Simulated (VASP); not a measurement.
Set up this calculation in VASP 6.6.1, as the native input.

```yaml
Task: single point
Functional: PBE
Potentials_or_basis: VASP PAW PBE potentials, release 64 (Cr_pv)
Cutoff: 500 eV
k_mesh: 15 × 15 × 15
Occupations: gaussian, width 0.1 eV
Spin: no spin polarisation
Dipole_correction: no
Further_INCAR_settings: ALGO = Normal; EDIFF = 1e-06; NBANDS = 12
```

The structure of Cr lies in POSCAR:

```
Cr
1.0
   -1.4243177237      1.4243177237      1.4243177237
    1.4243177237     -1.4243177237      1.4243177237
    1.4243177237      1.4243177237     -1.4243177237
Cr
1
Direct
    0.0000000000      0.0000000000      0.0000000000
```

The input as run:

INCAR

```
  ALGO = Normal
  EDIFF = 1E-6
  ENCUT = 500
  GGA = PE
  GGA_COMPAT = F
  ISIF = 2
  ISMEAR = 0
  LASPH = T
  LCHARG = F
  LREAL = F
  LWAVE = F
  NBANDS = 12
  NELM = 120
  PREC = Accurate
  SIGMA = 0.1
```

KPOINTS

```
k-points
0
Gamma
  15 15 15
```

Potentials or basis: VASP PAW PBE potentials, release 64 (Cr_pv).

The run is started by

```sh
$ cat potpaw_PBE.64/Cr_pv/POTCAR > POTCAR
$ mpirun -np 1 vasp_std > vasp.out
```

It gave:

* Pressure: -0.9 GPa
* Band gap on the k mesh: zero (band 6 reaches 13.29 eV, above the bottom of band 7 at 10.06 eV)

Caveat: the run has no spin polarisation, though such a crystal can be magnetic.

It took 7.1 s on 1 thread of Intel(R) Xeon(R) 6975P-C (Granite Rapids), on a shared host, peak memory 0.12 GiB.
